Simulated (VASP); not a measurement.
Here is a VASP 6.6.1 calculation.

POSCAR

```
CaSe
1.0
    0.0000000000      2.9675351259      2.9675351259
    2.9675351259      0.0000000000      2.9675351259
    2.9675351259      2.9675351259      0.0000000000
Ca Se
1 1
Direct
    0.0000000000      0.0000000000      0.0000000000
    0.5000000000      0.5000000000      0.5000000000
```

File INCAR.step1:

```
SYSTEM = CaSe
  ALGO = Normal
  EDIFF = 1E-4
  ENCUT = 520
  GGA = PE
  ISMEAR = 0
  LASPH = .True.
  LCHARG = .False.
  LREAL = .False.
  LWAVE = .True.
  NBANDS = 15
  NELM = 80
  PREC = Accurate
  SIGMA = 0.01
```

The input INCAR.step2:

```
SYSTEM = CaSe
  ALGO = Normal
  EDIFF = 1E-7
  ENCUT = 520
  ISIF = 2
  ISMEAR = 0
  ISTART = 1
  LASPH = .True.
  LCHARG = .False.
  LMIXTAU = .True.
  LREAL = .False.
  LWAVE = .False.
  METAGGA = R2SCAN
  NBANDS = 15
  NELM = 80
  PREC = Accurate
  SIGMA = 0.01
```

File KPOINTS:

```
k-points
0
Gamma
  6 6 6
  0 0 0
```

Potentials or basis: VASP PAW PBE potentials, release 64 (Ca_sv, Se).

Launch:

```bash
$ cat potpaw_PBE.64/Ca_sv/POTCAR potpaw_PBE.64/Se/POTCAR > POTCAR
$ cp INCAR.step1 INCAR
$ mpirun -np 1 vasp_std > vasp.out
$ cp INCAR.step2 INCAR
$ mpirun -np 1 vasp_std > vasp.out
```

Question: Predict the pressure.

Answer: 0.2 GPa.

Question: Estimate the band gap on the k mesh.

Answer: 2.52 eV, indirect (least direct gap 3.46 eV).

Caveat: the PAW data sets were made with another functional, which shifts forces and pressure a little. A k mesh can miss the band edges.
